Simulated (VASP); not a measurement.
Here is a VASP 6.6.1 calculation.

Contents of INCAR:

```
  ALGO = Normal
  EDIFF = 1E-6
  ENCUT = 520
  GGA = PE
  ISIF = 2
  ISMEAR = 0
  LASPH = T
  LCHARG = F
  LREAL = F
  LWAVE = F
  NBANDS = 32
  NELM = 100
  PREC = Accurate
  SIGMA = 0.05
```

KPOINTS

```
k-points
0
Gamma
  8 8 8
```

Contents of POSCAR:

```
SrGa3
1.0
    4.5284779453      0.0000000000      0.0000000000
    0.0000000000      4.5284779453      0.0000000000
    0.0000000000      0.0000000000      4.5284779453
Sr Ga
1 3
Direct
    0.0000000000      0.0000000000      0.0000000000
    0.0000000000      0.5000000000      0.5000000000
    0.5000000000      0.5000000000      0.0000000000
    0.5000000000      0.0000000000      0.5000000000
```

Potentials or basis: VASP PAW PBE potentials, release 64 (Sr_sv, Ga_d).

The run is started by

```bash
$ cat potpaw_PBE.64/Sr_sv/POTCAR potpaw_PBE.64/Ga_d/POTCAR > POTCAR
$ mpirun -np 1 vasp_std > vasp.out
```

**Question.** Estimate the pressure.

**Answer.** 0.1 GPa.
